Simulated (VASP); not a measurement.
# GaAs (F-43m) in VASP: G0W0 quasiparticle levels with PBE

Aim: the G0W0 quasiparticle levels of GaAs with PBE.

Everything below comes from runs of VASP 6.6.1. Logs are shortened: lines on timing, memory, paths and dates and some standing lists are left out, and cuts for length are marked.

**1. The cell of the first run**

Symmetry: F-43m, No. 216, cubic system. Conventional cell: a = 5.666 Å, b = 5.666 Å, c = 5.666 Å, α = 90.00°, β = 90.00°, γ = 90.00°. Within 3.2 Å of Ga (site symmetry -43m) lie 4 As at 2.45 Å. Within 3.2 Å of As (site symmetry -43m) lie 4 Ga at 2.45 Å.

**2. G0W0 quasiparticle levels, PBE**

POSCAR

```
GaAs
1.0
    0.0000000000      2.8330831934      2.8330831934
    2.8330831934      0.0000000000      2.8330831934
    2.8330831934      2.8330831934      0.0000000000
Ga As
1 1
Direct
    0.0000000000      0.0000000000      0.0000000000
    0.2500000000      0.2500000000      0.2500000000
```

INCAR.step1

```
PREC     = Accurate       # precision mode
ENCUT    = 500            # plane-wave cutoff, eV
EDIFF    = 1E-8           # SCF threshold, eV
ISMEAR   = 0              # smearing method
SIGMA    = 0.01           # smearing width, eV
LREAL    = F              # projectors in reciprocal space
LASPH    = T              # aspherical terms in the spheres
NELM     = 60             # most SCF steps
ALGO     = Normal         # electronic algorithm
LWAVE    = T              # write WAVECAR
LCHARG   = F              # write CHGCAR
GGA      = PE             # functional
```

INCAR.step2

```
PREC     = Accurate       # precision mode
ENCUT    = 500            # plane-wave cutoff, eV
EDIFF    = 1E-8           # SCF threshold, eV
ISMEAR   = 0              # smearing method
SIGMA    = 0.01           # smearing width, eV
LREAL    = F              # projectors in reciprocal space
LASPH    = T              # aspherical terms in the spheres
NELM     = 1              # most SCF steps
ALGO     = Exact          # electronic algorithm
LWAVE    = T              # write WAVECAR
LCHARG   = F              # write CHGCAR
GGA      = PE             # functional
NBANDS   = 69             # bands
LOPTICS  = T              # frequency-dependent dielectric function
ISTART   = 1
```

INCAR.step3

```
PREC     = Accurate       # precision mode
ENCUT    = 500            # plane-wave cutoff, eV
EDIFF    = 1E-8           # SCF threshold, eV
ISMEAR   = 0              # smearing method
SIGMA    = 0.01           # smearing width, eV
LREAL    = F              # projectors in reciprocal space
LASPH    = T              # aspherical terms in the spheres
ALGO     = EVGW0          # electronic algorithm
LWAVE    = F              # write WAVECAR
LCHARG   = F              # write CHGCAR
GGA      = PE             # functional
NELMGW   = 1            
NBANDS   = 69             # bands
ENCUTGW  = 80.0           # cutoff of the response function
NOMEGA   = 48             # frequency points
PRECFOCK = Fast         
ISTART   = 1            
NBANDSGW = 17
```

KPOINTS

```
Automatic mesh
0
Gamma
  4 4 4
```

Potentials or basis: VASP PAW PBE potentials, release 64 (Ga_d_GW, As_GW).

Command:

```
cat potpaw_PBE.64/Ga_d_GW/POTCAR potpaw_PBE.64/As_GW/POTCAR > POTCAR
cp INCAR.step1 INCAR
mpirun -np 1 vasp_std > vasp.out
cp INCAR.step2 INCAR
mpirun -np 1 vasp_std > vasp.out
cp INCAR.step3 INCAR
mpirun -np 1 vasp_std > vasp.out
```

OUTCAR:

```text
PREC = Accurate
   ENCUT = 500
   EDIFF = 1E-8
   ISMEAR = 0
   LREAL = F
   LASPH = T
   GGA = PE
   NELMGW = 1
   ENCUTGW = 80.0
   PRECFOCK = Fast
   ISTART = 1

 ion  position               nearest neighbor table
   1  0.000  0.000  0.000-   2 2.45   2 2.45   2 2.45   2 2.45
   2  0.250  0.250  0.250-   1 2.45   1 2.45   1 2.45   1 2.45

  LATTYP: Found a face centered cubic cell.
 ALAT       =     5.6661663868

  Lattice vectors:

 A1 = (   0.0000000000,   2.8330831934,   2.8330831934)
 A2 = (   2.8330831934,   0.0000000000,   2.8330831934)
 A3 = (   2.8330831934,   2.8330831934,   0.0000000000)

Analysis of symmetry for initial positions (statically):
=====================================================================
 Subroutine PRICEL returns:
 Original cell was already a primitive cell.

 Routine SETGRP: Setting up the symmetry group for a
 face centered cubic supercell.

 Subroutine GETGRP returns: Found 24 space group operations
 (whereof 24 operations were pure point group operations)
 out of a pool of 48 trial point group operations.

The static configuration has the point symmetry T_d .

Analysis of symmetry for dynamics (positions and initial velocities):
=====================================================================
 Subroutine PRICEL returns:
 Original cell was already a primitive cell.

 Routine SETGRP: Setting up the symmetry group for a
 face centered cubic supercell.

 Subroutine GETGRP returns: Found 24 space group operations
 (whereof 24 operations were pure point group operations)
 out of a pool of 48 trial point group operations.

The dynamic configuration has the point symmetry T_d .

 Subroutine INISYM returns: Found 24 space group operations
 (whereof 24 operations are pure point group operations),
 and found     1 'primitive' translations

----------------------------------------------------------------------------------------

                                     Primitive cell

  volume of cell :      45.4787

  direct lattice vectors                    reciprocal lattice vectors
     0.000000000  2.833083193  2.833083193    -0.176486169  0.176486169  0.176486169
     2.833083193  0.000000000  2.833083193     0.176486169 -0.176486169  0.176486169
     2.833083193  2.833083193  0.000000000     0.176486169  0.176486169 -0.176486169

  length of vectors
     4.006584675  4.006584675  4.006584675     0.305683012  0.305683012  0.305683012

  position of ions in fractional coordinates (direct lattice)
     0.000000000  0.000000000  0.000000000
     0.250000000  0.250000000  0.250000000

  ion indices of the primitive-cell ions
   primitive index   ion index
                 1           1
                 2           2

----------------------------------------------------------------------------------------

 KPOINTS: Automatic mesh

Automatic generation of k-mesh.
 Grid dimensions read from file:
 generate k-points for:    4    4    4

 Generating k-lattice:

  Cartesian coordinates                     Fractional coordinates (reciprocal lattice)
    -0.044121542  0.044121542  0.044121542     0.250000000  0.000000000  0.000000000
     0.044121542 -0.044121542  0.044121542     0.000000000  0.250000000  0.000000000
     0.044121542  0.044121542 -0.044121542     0.000000000  0.000000000  0.250000000

  Length of vectors
     0.076420753  0.076420753  0.076420753

  Shift w.r.t. Gamma in fractional coordinates (k-lattice)
     0.000000000  0.000000000  0.000000000

 Subroutine IBZKPT returns following result:
 ===========================================

 Found      8 irreducible k-points:

 Following reciprocal coordinates:
            Coordinates               Weight
  0.000000  0.000000  0.000000      1.000000
  0.250000  0.000000  0.000000      8.000000
  0.500000  0.000000  0.000000      4.000000
  0.250000  0.250000  0.000000      6.000000
  0.500000  0.250000  0.000000     24.000000
 -0.250000  0.250000  0.000000     12.000000
  0.500000  0.500000  0.000000      3.000000
 -0.250000  0.500000  0.250000      6.000000
   k-points           NKPTS =      8   k-points in BZ     NKDIM =     64   number of bands    NBANDS=     69
   number of dos      NEDOS =    301   number of ions     NIONS =      2
   total plane-waves  NPLWV =  27000
   dimension x,y,z NGX =    30 NGY =   30 NGZ =   30
   dimension x,y,z NGXF=    60 NGYF=   60 NGZF=   60
   ions per type =               1   1
   NGX,Y,Z   is equivalent  to a cutoff of  12.45, 12.45, 12.45 a.u.
   NGXF,Y,Z  is equivalent  to a cutoff of  24.90, 24.90, 24.90 a.u.
 SYSTEM =  unknown system
   PREC   = accura    normal or accurate (medium, high low for compatibility)
   ISTART =      1    job   : 0-new  1-cont  2-samecut
   ICHARG =      0    charge: 1-file 2-atom 10-const
   ISPIN  =      1    spin polarized calculation?
   LNONCOLLINEAR =      F non collinear calculations
   LSORBIT =      F    spin-orbit coupling
   LASPH  =      T    aspherical Exc in radial PAW
   ENCUT  =  500.0 eV  36.75 Ry    6.06 a.u.   7.30  7.30  7.30*2*pi/ulx,y,z
   NELM   =     60;   NELMIN=  2; NELMDL=  0     # of ELM steps
   EDIFF  = 0.1E-07   stopping-criterion for ELM
   LREAL  =      F    real-space projection
   EDIFFG = 0.1E-06   stopping-criterion for IOM
   NSW    =      0    number of steps for IOM
   IBRION =     -1    ionic relax: 0-MD 1-quasi-New 2-CG
   NFREE  =      0    steps in history (QN), initial steepest desc. (CG)
   ISIF   =      0    stress and relaxation
   ISYM   =      3    0-nonsym 1-usesym 2-fastsym
   POTIM  = 0.5000    time-step for ionic-motion
   TEBEG  =    0.0;   TEEND  =   0.0 temperature during run
   PSTRESS=    0.0 pullay stress
   NELECT =      18.0000    total number of electrons
   NUPDOWN=      -1.0000    fix difference up-down
   EMIN   =  10.00;   EMAX   =-10.00  energy-range for DOS
   EFERMI =   0.00;   METHOD = LEGACY
   ISMEAR =     0;   SIGMA  =   0.01  broadening in eV -4-tet -1-fermi 0-gaus
   EFERMI_NEDOS =   21; number of points for ismear=-14 and -15
   IALGO  =     38    algorithm
   IMIX   =      4    mixing-type and parameters
     AMIX     =   0.40;   BMIX     =  1.00
     AMIX_MAG =   1.60;   BMIX_MAG =  1.00
  volume/ion in A,a.u.               =      22.74       153.45
  Fermi-wavevector in a.u.,A,eV,Ry     =   1.201978  2.271408 19.657016  1.444750
  Thomas-Fermi vector in A             =   2.337772
   LORBIT       =      0    0 simple, 1 ext, 2 COOP (PROOUT), +10 PAW based schemes
   GGA     = PE    functional components
   LHFCALC =     T    Hartree Fock is set to
   PRECFOCK=fast      Normal, Fast or Accurate (Low or Medium for compatibility)
   ENCUT4O =  -1.0   cutoff for four orbital integrals eV
   NKREDX  =     1    reduce k-point grid by
   NKREDY  =     1    reduce k-point grid by
   NKREDZ  =     1    reduce k-point grid by
   AEXX    =    1.0000 exact exchange contribution
   HFSCREEN=    0.0000 screening length (either q_TF or 0.3 A-1)
   HFSCREENC=   0.0000 screening length for correlation (either q_TF or 0.3 A-1)
   ENCUTFOCK=  -1.0 apply spherical cutoff to Coloumb kernel
   IVDW    =     0    specifies the selected vdW correction
   LEPSILON=     F    determine dielectric tensor
   LRPA    =     F    only Hartree local field effects (RPA)
   LRPAFORCE           =     F    calculate RPA forces
   ENCUTGW             =  80.0    cutoff for response function in eV
   ENCUTGWSOFT         =  64.0    soft cutoff for Coulomb kernel in GW response function in eV
   ENCUTLF             =  -1.0    cutoff for local field effects
   NELMGW              =     1    number of iterations in solving QP/BSE equation
   NELMHF              =     1    number of iterations in the inner HF iteration
   NKREDLFX            =     1    NKREDLFY  =   1   NKREDLFZ  =   1
 non-spin polarized calculation
 Gauss-broadening in eV      SIGMA  =   0.01
  energy-cutoff  :      500.00
  volume of cell :       45.48
 maximum number of plane-waves:      1174
 NGX is ok and might be reduce to    30
  NGX = 18; NGY = 18; NGZ = 18
   NGX = 15   NGY = 15   NGZ = 15
 maximum number of plane-waves:        80
 NGX is ok and might be reduce to    14

 QP shifts <psi_nk| G(iteration)W_0 |psi_nk>: iteration 1
 for sc-GW calculations column KS-energies equals QP-energies in previous step
 and V_xc(KS)=  KS-energies - (<T + V_ion + V_H > + <T+V_H+V_ion>^1  + <V_x>^1)

 k-point   1 :       0.0000    0.0000    0.0000
  band No.  KS-energies  QP-energies   sigma(KS)   V_xc(KS)     V^pw_x(r,r')   Z            occupation Imag(sigma)

      1     -11.0128     -13.9227     -26.0159     -21.7135     -35.0689       0.6763       2.0000       0.2972
      2     -11.0128     -13.9227     -26.0159     -21.7135     -35.0689       0.6763       2.0000       0.2972
      3     -11.0128     -13.9227     -26.0159     -21.7135     -35.0689       0.6763       2.0000       0.2972
      4     -10.9368     -13.8702     -26.1422     -21.8123     -35.1674       0.6774       2.0000       0.2658
      5     -10.9368     -13.8702     -26.1422     -21.8123     -35.1674       0.6774       2.0000       0.2658
      6      -8.8466      -9.0902     -11.5083     -11.1257     -18.0789       0.6367       2.0000       1.0002
[... 9 lines left out ...]
     16      13.8927      13.9655      -9.6924      -9.7894      -4.4837       0.7503       0.0000      -0.3412
     17      15.3359      15.2455      -7.8002      -7.6797      -2.2097       0.7504       0.0000      -0.4494

 k-point   2 :       0.2500    0.0000    0.0000
  band No.  KS-energies  QP-energies   sigma(KS)   V_xc(KS)     V^pw_x(r,r')   Z            occupation Imag(sigma)

      1     -11.0534     -13.8977     -25.7120     -21.4982     -34.7432       0.6750       2.0000       0.3123
      2     -11.0021     -13.9174     -26.0424     -21.7352     -35.0963       0.6768       2.0000       0.2957
      3     -11.0021     -13.9174     -26.0424     -21.7352     -35.0963       0.6768       2.0000       0.2957
      4     -10.9365     -13.8752     -26.1419     -21.8131     -35.1700       0.6789       2.0000       0.2660
      5     -10.9365     -13.8752     -26.1419     -21.8131     -35.1700       0.6789       2.0000       0.2660
      6      -8.1606      -8.4497     -11.9297     -11.4905     -18.2864       0.6582       2.0000       0.9546
[... 9 lines left out ...]
     16      12.8140      12.8030      -9.0548      -9.0403      -3.9638       0.7560       0.0000      -0.3039
     17      15.7054      15.7913      -8.5419      -8.6562      -2.8176       0.7508       0.0000      -0.5310

 k-point   3 :       0.5000    0.0000    0.0000
  band No.  KS-energies  QP-energies   sigma(KS)   V_xc(KS)     V^pw_x(r,r')   Z            occupation Imag(sigma)
[... 85 lines left out ...]
      1     -11.1193     -13.9058     -25.4735     -21.3303     -34.4972       0.6726       2.0000       0.3251
      2     -10.9650     -13.9077     -26.1431     -21.8165     -35.2034       0.6801       2.0000       0.2915
      3     -10.9650     -13.9077     -26.1431     -21.8165     -35.2034       0.6801       2.0000       0.2915
      4     -10.9616     -13.8731     -26.0484     -21.7377     -35.0675       0.6754       2.0000       0.2705
      5     -10.9245     -13.8700     -26.1656     -21.8384     -35.2039       0.6807       2.0000       0.2654
      6      -6.3604      -6.6084     -12.6883     -12.3267     -18.4557       0.6861       2.0000       0.7698
[... 9 lines left out ...]
     16      17.1100      17.1885      -9.7615      -9.8665      -4.0735       0.7476       0.0000      -0.6078
     17      17.1100      17.1885      -9.7615      -9.8665      -4.0735       0.7476       0.0000      -0.6078

 k-point   8 :      -0.2500    0.5000    0.2500
  band No.  KS-energies  QP-energies   sigma(KS)   V_xc(KS)     V^pw_x(r,r')   Z            occupation Imag(sigma)

      1     -11.1063     -13.8898     -25.4811     -21.3421     -34.5087       0.6725       2.0000       0.3266
      2     -10.9828     -13.9170     -26.0984     -21.7766     -35.1519       0.6789       2.0000       0.2897
      3     -10.9696     -13.8988     -26.1058     -21.7885     -35.1609       0.6785       2.0000       0.2900
      4     -10.9472     -13.8792     -26.1191     -21.7933     -35.1477       0.6778       2.0000       0.2683
      5     -10.9327     -13.8679     -26.1416     -21.8166     -35.1745       0.6787       2.0000       0.2657
      6      -6.3037      -6.5551     -12.8068     -12.4411     -18.5787       0.6873       2.0000       0.7579
[... 9 lines left out ...]
     16      17.0679      17.2011      -9.2918      -9.4699      -3.3931       0.7481       0.0000      -0.6690
     17      17.4175      17.6798      -9.6259      -9.9797      -3.5746       0.7413       0.0000      -0.6722
```

Run time: 3.1 min. Hardware: 1 thread of Intel Xeon 6975P-C, shared host; peak memory 0.44 GiB.

What came out:

* Band gap on the k mesh, mean-field level: 0.45 eV, direct
* Quasiparticle gap: 1.35 eV
* Least direct quasiparticle gap: 1.35 eV

Caveat: the k points lie up to 0.48 Å⁻¹ apart; bands, screening cutoff and mesh are small and nothing is extrapolated, so the quasiparticle values aren't converged.
